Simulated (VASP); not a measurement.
# PbO (Litharge) (P4/nmm) in VASP: further runs

The runs below take PbO (Litharge) through single point, with LDA, PBE+D4, PBE+D3(BJ).

Program: VASP 6.6.1. These are calculated values, not measurements. Logs are shortened: lines on timing, memory, paths and dates and some standing lists are left out, and cuts for length are marked.

**1. The cell of the first run**

The structure is tetragonal, space group P4/nmm (No. 129). The conventional cell has a = 3.980 Å, b = 3.980 Å, c = 5.001 Å, α = 90.00°, β = 90.00°, γ = 90.00°. Pb (site symmetry 4mm) has 4 O at 2.32 Å within 3.1 Å. Within 3.1 Å of O (site symmetry -4m2) lie 4 Pb at 2.32 Å and 4 O at 2.81 Å.

**2. Single point, LDA**

INCAR reads:

```
ALGO = Normal
EDIFF = 1E-6
ENCUT = 520
GGA = CA
ISIF = 2
ISMEAR = 0
LASPH = T
LCHARG = F
LREAL = F
LWAVE = F
NBANDS = 28
NELM = 60
PREC = Accurate
SIGMA = 0.01
```

KPOINTS reads:

```
k-points
0
Gamma
  6 6 6
```

POSCAR reads:

```
PbO
1.0
    3.9804038992      0.0000000000      0.0000000000
    0.0000000000      3.9804038992      0.0000000000
    0.0000000000      0.0000000000      5.0009130541
Pb O
2 2
Direct
    0.0000000000      0.5000000000      0.2366325577
    0.5000000000      0.0000000000      0.7633674423
    0.0000000000      0.0000000000      0.0000000000
    0.5000000000      0.5000000000      0.0000000000
```

Potentials or basis: VASP PAW LDA potentials, release 64 (Pb_d, O).

Run with:

```
cat potpaw_LDA.64/Pb_d/POTCAR potpaw_LDA.64/O/POTCAR > POTCAR
mpirun -np 1 vasp_std > vasp.out
```

OUTCAR:

```text
EDIFF = 1E-6
   ENCUT = 520
   GGA = CA
   ISIF = 2
   ISMEAR = 0
   LASPH = T
   LREAL = F
   NELM = 60
   PREC = Accurate

 ion  position               nearest neighbor table
   1  0.000  0.500  0.237-   3 2.32   4 2.32   3 2.32   4 2.32   2 3.68   2 3.68   2 3.68   2 3.68
                             2 3.85   2 3.85   2 3.85   2 3.85
   2  0.500  0.000  0.763-   3 2.32   4 2.32   4 2.32   3 2.32   1 3.68   1 3.68   1 3.68   1 3.68
                             1 3.85   1 3.85   1 3.85   1 3.85
   3  0.000  0.000  0.000-   1 2.32   2 2.32   1 2.32   2 2.32
   4  0.500  0.500  0.000-   1 2.32   2 2.32   2 2.32   1 2.32

  LATTYP: Found a simple tetragonal cell.
 ALAT       =     3.9804038992
 C/A-ratio  =     1.2563833171

  Lattice vectors:

 A1 = (   3.9804038992,   0.0000000000,   0.0000000000)
 A2 = (   0.0000000000,   3.9804038992,   0.0000000000)
 A3 = (   0.0000000000,   0.0000000000,   5.0009130541)

Analysis of symmetry for initial positions (statically):
=====================================================================
 Subroutine PRICEL returns:
 Original cell was already a primitive cell.

 Routine SETGRP: Setting up the symmetry group for a
 simple tetragonal supercell.

 Subroutine GETGRP returns: Found 16 space group operations
 (whereof  8 operations were pure point group operations)
 out of a pool of 16 trial point group operations.

The static configuration has the point symmetry D_2d.
 The point group associated with its full space group is D_4h.

Analysis of symmetry for dynamics (positions and initial velocities):
=====================================================================
 Subroutine PRICEL returns:
 Original cell was already a primitive cell.

 Routine SETGRP: Setting up the symmetry group for a
 simple tetragonal supercell.

 Subroutine GETGRP returns: Found 16 space group operations
 (whereof  8 operations were pure point group operations)
 out of a pool of 16 trial point group operations.

The dynamic configuration has the point symmetry D_2d.
 The point group associated with its full space group is D_4h.

 Subroutine INISYM returns: Found 16 space group operations
 (whereof  8 operations are pure point group operations),
 and found     1 'primitive' translations

----------------------------------------------------------------------------------------

                                     Primitive cell

  volume of cell :      79.2325

  direct lattice vectors                    reciprocal lattice vectors
     3.980403899  0.000000000  0.000000000     0.251230786  0.000000000  0.000000000
     0.000000000  3.980403899  0.000000000     0.000000000  0.251230786  0.000000000
     0.000000000  0.000000000  5.000913054     0.000000000  0.000000000  0.199963485

  length of vectors
     3.980403899  3.980403899  5.000913054     0.251230786  0.251230786  0.199963485

  position of ions in fractional coordinates (direct lattice)
     0.000000000  0.500000000  0.236632558
     0.500000000  0.000000000  0.763367442
     0.000000000  0.000000000  0.000000000
     0.500000000  0.500000000  0.000000000

  ion indices of the primitive-cell ions
   primitive index   ion index
                 1           1
                 2           2
                 3           3
                 4           4

----------------------------------------------------------------------------------------

 KPOINTS: k-points

Automatic generation of k-mesh.
 Grid dimensions read from file:
 generate k-points for:    6    6    6

 Generating k-lattice:

  Cartesian coordinates                     Fractional coordinates (reciprocal lattice)
     0.041871798  0.000000000  0.000000000     0.166666667  0.000000000  0.000000000
     0.000000000  0.041871798  0.000000000     0.000000000  0.166666667  0.000000000
     0.000000000  0.000000000  0.033327247     0.000000000  0.000000000  0.166666667

  Length of vectors
     0.041871798  0.041871798  0.033327247

  Shift w.r.t. Gamma in fractional coordinates (k-lattice)
     0.000000000  0.000000000  0.000000000

 Subroutine IBZKPT returns following result:
 ===========================================

 Found     40 irreducible k-points:

 Following reciprocal coordinates:
            Coordinates               Weight
  0.000000  0.000000  0.000000      1.000000
  0.166667  0.000000  0.000000      4.000000
  0.333333  0.000000  0.000000      4.000000
  0.500000  0.000000  0.000000      2.000000
  0.166667  0.166667  0.000000      4.000000
  0.333333  0.166667  0.000000      8.000000
[... 16 lines left out ...]
  0.333333  0.000000  0.333333      8.000000
  0.500000  0.000000  0.333333      4.000000
 [... further k-points ...]
   k-points           NKPTS =     40   k-points in BZ     NKDIM =     40   number of bands    NBANDS=     28
   number of dos      NEDOS =    301   number of ions     NIONS =      4
   total plane-waves  NPLWV =  36000
   dimension x,y,z NGX =    30 NGY =   30 NGZ =   40
   dimension x,y,z NGXF=    60 NGYF=   60 NGZF=   80
   ions per type =               2   2
   NGX,Y,Z   is equivalent  to a cutoff of  12.53, 12.53, 13.30 a.u.
   NGXF,Y,Z  is equivalent  to a cutoff of  25.06, 25.06, 26.59 a.u.
 SYSTEM =  unknown system
   PREC   = accura    normal or accurate (medium, high low for compatibility)
   ISTART =      0    job   : 0-new  1-cont  2-samecut
   ICHARG =      2    charge: 1-file 2-atom 10-const
   ISPIN  =      1    spin polarized calculation?
   LNONCOLLINEAR =      F non collinear calculations
   LSORBIT =      F    spin-orbit coupling
   LASPH  =      T    aspherical Exc in radial PAW
   ENCUT  =  520.0 eV  38.22 Ry    6.18 a.u.   7.40  7.40  9.30*2*pi/ulx,y,z
   NELM   =     60;   NELMIN=  2; NELMDL= -5     # of ELM steps
   EDIFF  = 0.1E-05   stopping-criterion for ELM
   LREAL  =      F    real-space projection
   EDIFFG = 0.1E-04   stopping-criterion for IOM
   NSW    =      0    number of steps for IOM
   IBRION =     -1    ionic relax: 0-MD 1-quasi-New 2-CG
   NFREE  =      0    steps in history (QN), initial steepest desc. (CG)
   ISIF   =      2    stress and relaxation
   ISYM   =      2    0-nonsym 1-usesym 2-fastsym
   POTIM  = 0.5000    time-step for ionic-motion
   TEBEG  =    0.0;   TEEND  =   0.0 temperature during run
   PSTRESS=    0.0 pullay stress
   NELECT =      40.0000    total number of electrons
   NUPDOWN=      -1.0000    fix difference up-down
   EMIN   =  10.00;   EMAX   =-10.00  energy-range for DOS
   EFERMI =   0.00;   METHOD = LEGACY
   ISMEAR =     0;   SIGMA  =   0.01  broadening in eV -4-tet -1-fermi 0-gaus
   EFERMI_NEDOS =   21; number of points for ismear=-14 and -15
   IALGO  =     38    algorithm
   IMIX   =      4    mixing-type and parameters
     AMIX     =   0.40;   BMIX     =  1.00
     AMIX_MAG =   1.60;   BMIX_MAG =  1.00
  volume/ion in A,a.u.               =      19.81       133.67
  Fermi-wavevector in a.u.,A,eV,Ry     =   1.303548  2.463348 23.119522  1.699237
  Thomas-Fermi vector in A             =   2.434543
   LORBIT       =      0    0 simple, 1 ext, 2 COOP (PROOUT), +10 PAW based schemes
   GGA     = CA    functional components
   LHFCALC =     F    Hartree Fock is set to
   AEXX    =    0.0000 exact exchange contribution
   IVDW    =     0    specifies the selected vdW correction
   LEPSILON=     F    determine dielectric tensor
   LRPA    =     F    only Hartree local field effects (RPA)
 non-spin polarized calculation
 Gauss-broadening in eV      SIGMA  =   0.01
  energy-cutoff  :      520.00
  volume of cell :       79.23
 maximum number of plane-waves:      2178
 NGX is ok and might be reduce to    30
   NGX = 15   NGY = 15   NGZ = 19

 number of electron      39.9999996 magnetization

 Free energy of the ion-electron system (eV)
  ---------------------------------------------------
  ext. energy  EPLUGINS =         0.00000000
  ---------------------------------------------------
  free energy    TOTEN  =       -24.39139905 eV

  energy without entropy =      -24.39139905  energy(sigma->0) =      -24.39139905

 E-fermi :   4.9335     XC(G=0): -10.3119

 val. band max:        4.8302147661   @ k =   0.1667   0.0000   0.0000
 cond. band min:       6.0064019284   @ k =   0.5000   0.5000   0.0000
 fundamental gap:      1.1761871623
 Fermi energy:         4.9335269263

 k-point     1 :       0.0000    0.0000    0.0000
  band No.  band energies     occupation
      1     -13.3209      2.00000
      2     -12.8134      2.00000
      3     -11.1036      2.00000
      4     -11.1036      2.00000
      5     -11.0343      2.00000
      6     -11.0191      2.00000
[... 20 lines left out ...]
     27      12.3014      0.00000
     28      12.8414      0.00000

 k-point     2 :       0.1667    0.0000    0.0000
  band No.  band energies     occupation
      1     -13.2622      2.00000
      2     -12.8301      2.00000
      3     -11.0899      2.00000
      4     -11.0866      2.00000
      5     -11.0132      2.00000
      6     -11.0021      2.00000
[... 20 lines left out ...]
     27      12.5989      0.00000
     28      14.4352      0.00000

 k-point     3 :       0.3333    0.0000    0.0000
  band No.  band energies     occupation
      1     -13.1279      2.00000
      2     -12.8879      2.00000
      3     -11.0538      2.00000
      4     -11.0435      2.00000
      5     -10.9765      2.00000
      6     -10.9685      2.00000
[... 20 lines left out ...]
     27      13.0501      0.00000
     28      15.5486      0.00000

 k-point     4 :       0.5000    0.0000    0.0000
  band No.  band energies     occupation
      1     -12.9908      2.00000
      2     -12.9908      2.00000
      3     -11.0084      2.00000
      4     -11.0084      2.00000
      5     -10.9982      2.00000
      6     -10.9982      2.00000
[... 578 lines left out ...]
     27      13.3933      0.00000
     28      14.5212      0.00000

 k-point    23 :       0.3333    0.0000    0.3333
  band No.  band energies     occupation
      1     -13.1306      2.00000
      2     -12.8898      2.00000
      3     -11.0682      2.00000
      4     -11.0196      2.00000
      5     -11.0125      2.00000
      6     -10.9824      2.00000
[... 20 lines left out ...]
     27      13.7729      0.00000
     28      15.4411      0.00000

 k-point    24 :       0.5000    0.0000    0.3333
  band No.  band energies     occupation
      1     -12.9998      2.00000
      2     -12.9998      2.00000
      3     -11.0520      2.00000
      4     -11.0520      2.00000
      5     -10.9908      2.00000
      6     -10.9908      2.00000
[... 20 lines left out ...]
     27      14.4273      0.00000
     28      14.4273      0.00000

 [... further k-points ...]

------------------------ aborting loop because EDIFF is reached ----------------------------------------

  FORCE on cell =-STRESS in cart. coord.  units (eV):
  Direction    XX          YY          ZZ          XY          YZ          ZX
  --------------------------------------------------------------------------------------
  -------------------------------------------------------------------------------------
  Total       -1.0740166     -1.0740166     -0.8070858      0.0000000      0.0000000      0.0000000
  in kB      -21.7179072    -21.7179072    -16.3202465      0.0000000      0.0000000      0.0000000
  external PRESSURE =     -19.9186870 kB  Pullay stress =       0.0000000 kB

 VOLUME and BASIS-vectors are now :
 -----------------------------------------------------------------------------
  energy-cutoff  :      520.00
  volume of cell :       79.23
      direct lattice vectors                 reciprocal lattice vectors
     3.980403899  0.000000000  0.000000000     0.251230786  0.000000000  0.000000000
     0.000000000  3.980403899  0.000000000     0.000000000  0.251230786  0.000000000
     0.000000000  0.000000000  5.000913054     0.000000000  0.000000000  0.199963485

 POSITION                                       TOTAL-FORCE (eV/Angst)
 -----------------------------------------------------------------------------------
      0.00000      1.99020      1.18338         0.000000      0.000000     -0.181183
      1.99020      0.00000      3.81753         0.000000      0.000000      0.181183
      0.00000      0.00000      0.00000         0.000000      0.000000     -0.000000
      1.99020      1.99020      0.00000         0.000000     -0.000000     -0.000000
 -----------------------------------------------------------------------------------
    total drift:                                0.000000      0.000000      0.000000

  FREE ENERGIE OF THE ION-ELECTRON SYSTEM (eV)
  ---------------------------------------------------
  free  energy   TOTEN  =       -24.3913990539 eV

  energy  without entropy=      -24.3913990539  energy(sigma->0) =      -24.39139905
```

It took 33 s on 1 thread of Intel Xeon 6975P-C (Granite Rapids), shared host; peak memory 0.2 GiB.

What came out:

```
Free energy            : -24.3914 eV
Pressure               : -2.0 GPa
Largest force          : 0.181 eV/Å
Band gap on the k mesh : 1.18 eV, indirect (least direct gap 2.22 eV)
```

Forces in eV/Å, atoms in the order of the input:
```
Pb   0.000  0.000 -0.181
Pb   0.000  0.000  0.181
O    0.000  0.000  0.000
O    0.000  0.000  0.000
```

Levels at points of the mesh, in eV from the valence-band top:
```
           k point  band 16  band 17  band 18  band 19  band 20  band 21  band 22  band 23  band 24  band 25
(0.00, 0.00, 0.00)    -4.33    -1.70    -1.68    -1.68     0.00     2.34     5.36     5.61     5.61     6.53
(0.50, 0.00, 0.00)    -3.22    -3.04    -3.04    -1.65    -1.65     3.36     3.36     6.50     6.50     6.65
(0.50, 0.50, 0.00)    -3.46    -1.62    -1.62    -1.04    -1.04     1.18     1.18     5.22     5.22     7.83
(0.00, 0.00, 0.50)    -4.16    -1.74    -1.71    -1.71    -0.91     1.82     3.94     3.94     4.20     8.66
(0.50, 0.00, 0.50)    -3.72    -3.01    -3.01    -0.96    -0.96     3.06     3.06     6.27     6.27     7.29
(0.50, 0.50, 0.50)    -3.92    -2.23    -2.23    -1.05    -1.05     3.45     3.45     4.70     4.70     5.68
```

Caveat: spin-orbit coupling is left out, which moves the levels of the heavy elements. A k mesh can miss the band edges.

[end of part 1 of 2]
